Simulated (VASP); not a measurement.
TiO2, 6 atoms in the cell. Symmetry: P4_2/mnm, No. 136, tetragonal system. The conventional cell has a = 4.662 Å, b = 4.662 Å, c = 3.098 Å, α = 90.00°, β = 90.00°, γ = 90.00°. Ti (site symmetry mmm) has 6 O at 2.01 Å within 2.7 Å. Within 2.7 Å of O (site symmetry m2m) lie 3 Ti at 2.01 Å and 1 O at 2.57 Å.  This cell differs from its parent crystal: volume 11.219 Å^3 an atom, c/a of the conventional cell 0.6645.

| Quantity | Value |
| --- | --- |
| Program | VASP 6.6.1 |
| Task | single point |
| Functional | PBE |
| Potentials or basis | VASP PAW PBE potentials, release 64 (Ti_sv, O) |
| Cutoff | 520 eV |
| k mesh | 8 × 8 × 10 |
| Occupations | gaussian, width 0.05 eV |
| Spin | no spin polarisation |
| Dipole correction | no |
| Further INCAR settings | ALGO = Normal; EDIFF = 1e-06; NBANDS = 33 |

Potentials or basis: VASP PAW PBE potentials, release 64 (Ti_sv, O).

Launch:

```sh
$ cat potpaw_PBE.64/Ti_sv/POTCAR potpaw_PBE.64/O/POTCAR > POTCAR
$ mpirun -np 1 vasp_std > vasp.out
```

Hardware: 1 thread of Intel(R) Xeon(R) 6975P-C (Granite Rapids), with other jobs on the host.

Problem. How long does it take, and how much memory?

Solution. It took 110 s on 1 thread of Intel(R) Xeon(R) 6975P-C (Granite Rapids) (shared host), peak memory 0.28 GiB. Counts: scf iterations 23, k points 90.
